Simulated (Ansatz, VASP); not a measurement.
LiH: VASP beside Ansatz

File INCAR:

```
ALGO = Normal
EDIFF = 1E-7
ENCUT = 520
GGA = PS
ISIF = 2
ISMEAR = 1
LASPH = T
LCHARG = F
LREAL = F
LWAVE = F
NBANDS = 9
NELM = 100
PREC = Accurate
SIGMA = 0.13605693122994
```

Contents of KPOINTS:

```
k-points
0
Gamma
  10 10 10
```

Contents of POSCAR:

```
LiH
1.0
    0.0000000000      2.0086193919      2.0086193919
    2.0086193919      0.0000000000      2.0086193919
    2.0086193919      2.0086193919      0.0000000000
Li H
1 1
Direct
    0.0000000000      0.0000000000      0.0000000000
    0.5000000000      0.5000000000      0.5000000000
```

Input for Ansatz:

```yaml
crystal:
  lattice:
    - [0.0, 2.0086193919, 2.0086193919]
    - [2.0086193919, 0.0, 2.0086193919]
    - [2.0086193919, 2.0086193919, 0.0]
  atoms:
    - { symbol: Li, position: [0.0, 0.0, 0.0] }
    - { symbol: H, position: [0.5, 0.5, 0.5] }
basis:
  ecutwfc: "24 Ha"
kpoints:
  mp_grid: { grid: [10, 10, 10] }
  band_path: { path: [VBM, CBM], npoints: 5 }
hamiltonian:
  xc: pbesol
scf:
  occupations: { method: cold, width: "0.01 Ry" }
output:
  forces: true
  stress: true
  eigenvalues: true
```

Alike in both runs: task single point; functional PBEsol; k mesh 10 × 10 × 10; no spin polarisation.

|  | VASP | Ansatz |
| --- | --- | --- |
| version | VASP 6.6.1 | Ansatz 0.2.0 |
| potentials or method | VASP PAW PBE potentials, release 64 (Li_sv, H), cutoff 520 eV | scalar-relativistic, plane waves, PAW |
| occupations | methfessel-paxton of order 1, width 0.136057 eV | cold |
| valence electrons in the cell | 4 | 4 |

|  | VASP | Ansatz | Ansatz less VASP |
| --- | --- | --- | --- |
| gap on the k mesh at the Fermi level (eV) | 2.75 | 2.75 | 0.000 |
| least direct gap on the mesh (eV) | 2.75 | 2.75 | 0.000 |

VASP's potentials were made for PBE, not for PBEsol.

Noted on VASP's run: the cutoff is short for stress, so the pressure is rough.
